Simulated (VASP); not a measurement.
A run of VASP 6.6.1:

Contents of INCAR:

```
SYSTEM = MgO
PREC = Accurate ; ENCUT = 520
EDIFF = 1E-6 ; ISMEAR = -1
SIGMA = 0.02 ; LREAL = .False.
LASPH = .True. ; NELM = 100
ALGO = Normal ; ISIF = 2
LWAVE = .False. ; LCHARG = .True.
GGA = PE ; LELF = .True.
LVHAR = .True. ; NBANDS = 16
```

File KPOINTS:

```
Automatic mesh
0
Gamma
  12 12 6
  0 0 0
```

Contents of POSCAR:

```
MgO
1.0
    3.2882172281      0.0000000000      0.0000000000
   -1.6441086140      2.8476796527      0.0000000000
    0.0000000000      0.0000000000      5.0343662748
Mg O
2 2
Direct
    0.3333333333      0.6666666667     -0.0098385227
    0.6666666667      0.3333333333      0.4901614773
    0.3333333333      0.6666666667      0.3848385227
    0.6666666667      0.3333333333      0.8848385227
```

Potentials or basis: VASP PAW PBE potentials, release 64 (Mg, O).

The run is started by

```bash
$ cat potpaw_PBE.64/Mg/POTCAR potpaw_PBE.64/O/POTCAR > POTCAR
$ mpirun -np 1 vasp_std > vasp.out
```

Hardware: 1 thread of Intel(R) Xeon(R) Platinum 8259CL CPU @ 2.50GHz (Skylake/Cascade Lake) (shared host).

Problem. Estimate the wall time of this run.

Solution. Wall time 33 s on 1 thread of Intel(R) Xeon(R) Platinum 8259CL CPU @ 2.50GHz (Skylake/Cascade Lake) (shared host), peak memory 0.19 GiB. Counts: scf iterations 12, k points 76.
